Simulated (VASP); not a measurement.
Wanted: the native input for a VASP 6.6.1 run.

| Item | Value |
| --- | --- |
| Task | single point |
| Functional | r2SCAN |
| Potentials or basis | VASP PAW PBE potentials, release 64 (Ni) |
| Cutoff | 520 eV |
| k mesh | 13 × 13 × 13 |
| Occupations | fermi-dirac, width 0.05 eV |
| Spin | collinear spin, ferromagnetic start |
| Starting moments | [1.0] μB |
| Dipole correction | no |
| Further INCAR settings | ALGO = Normal; EDIFF = 1e-07; NBANDS = 15 |

Ni:

```
CELL_PARAMETERS angstrom
-1.37443 1.37443 1.37443
1.37443 -1.37443 1.37443
1.37443 1.37443 -1.37443
ATOMIC_POSITIONS crystal
Ni 0.00000 0.00000 0.00000
```

One way to write it, as run:

POSCAR

```
Ni
1.0
   -1.3744285092      1.3744285092      1.3744285092
    1.3744285092     -1.3744285092      1.3744285092
    1.3744285092      1.3744285092     -1.3744285092
Ni
1
Direct
    0.0000000000      0.0000000000      0.0000000000
```

INCAR.step1

```
SYSTEM = Ni
PREC = Accurate
ENCUT = 520
ISMEAR = -1
SIGMA = 0.05
LREAL = .False.
LASPH = .True.
NELM = 150
ISPIN = 2
MAGMOM = 1
LMAXMIX = 4
NBANDS = 15
GGA = PE
ALGO = Normal
EDIFF = 1E-4
LWAVE = .True.
LCHARG = .False.
```

INCAR.step2

```
SYSTEM = Ni
PREC = Accurate
ENCUT = 520
EDIFF = 1E-7
ISMEAR = -1
SIGMA = 0.05
LREAL = .False.
LASPH = .True.
NELM = 150
ALGO = Normal
ISIF = 2
LWAVE = .False.
LCHARG = .False.
ISPIN = 2
MAGMOM = 1
LORBIT = 11
LMAXMIX = 4
METAGGA = R2SCAN
LMIXTAU = .True.
NBANDS = 15
ISTART = 1
```

KPOINTS

```
regular mesh
0
Gamma
  13 13 13
  0 0 0
```

Potentials or basis: VASP PAW PBE potentials, release 64 (Ni).

Run with:

```console
$ cat potpaw_PBE.64/Ni/POTCAR > POTCAR
$ cp INCAR.step1 INCAR
$ mpirun -np 1 vasp_std > vasp.out
$ cp INCAR.step2 INCAR
$ mpirun -np 1 vasp_std > vasp.out
```

It gave:

```yaml
Pressure: 4.7 GPa
Net_moment: 0.64 μB per cell
Site_moments: Ni +0.66 μB
Valence_electrons_inside_the_program's_atomic_spheres: Ni 9.44
```

Caveat: the PAW data sets were made with another functional, which shifts forces and pressure a little.

It took 2.1 min on 1 thread of Intel(R) Xeon(R) Platinum 8259CL CPU @ 2.50GHz (Skylake/Cascade Lake), with other jobs on the host, peak memory 0.14 GiB.
